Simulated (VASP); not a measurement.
Here is a VASP 6.6.1 calculation.

INCAR

```
ALGO = Normal ; EDIFF = 1E-8
ENCUT = 520 ; GGA = PS
IBRION = 8 ; ISIF = 2
ISMEAR = 0 ; LASPH = T
LCHARG = F ; LEPSILON = T
LREAL = F ; LWAVE = F
NBANDS = 14 ; NELM = 80
NSW = 1 ; PREC = Accurate
SIGMA = 0.01
```

Contents of KPOINTS:

```
k-points
0
Gamma
  6 6 6
```

Contents of POSCAR:

```
NaCl
1.0
    0.0000000000      2.8009526174      2.8009526174
    2.8009526174      0.0000000000      2.8009526174
    2.8009526174      2.8009526174      0.0000000000
Na Cl
1 1
Direct
    0.0000000000      0.0000000000      0.0000000000
    0.5000000000      0.5000000000      0.5000000000
```

Potentials or basis: VASP PAW PBE potentials, release 64 (Na_pv, Cl).

Launch:

```console
$ cat potpaw_PBE.64/Na_pv/POTCAR potpaw_PBE.64/Cl/POTCAR > POTCAR
$ mpirun -np 1 vasp_std > vasp.out
```

Problem. What does it give for the electronic dielectric tensor (diagonal)?

Solution. 2.57.

Problem. Estimate the Born charges (mean of the diagonal).

Solution. Na +1.09; Cl -1.09 e.

Problem. What does it give for the highest phonon frequency at Γ, LO-TO splitting left out?

Solution. 168 cm⁻¹.

Electronic dielectric tensor:
```
2.57 0.00 0.00
0.00 2.57 0.00
0.00 0.00 2.57
```
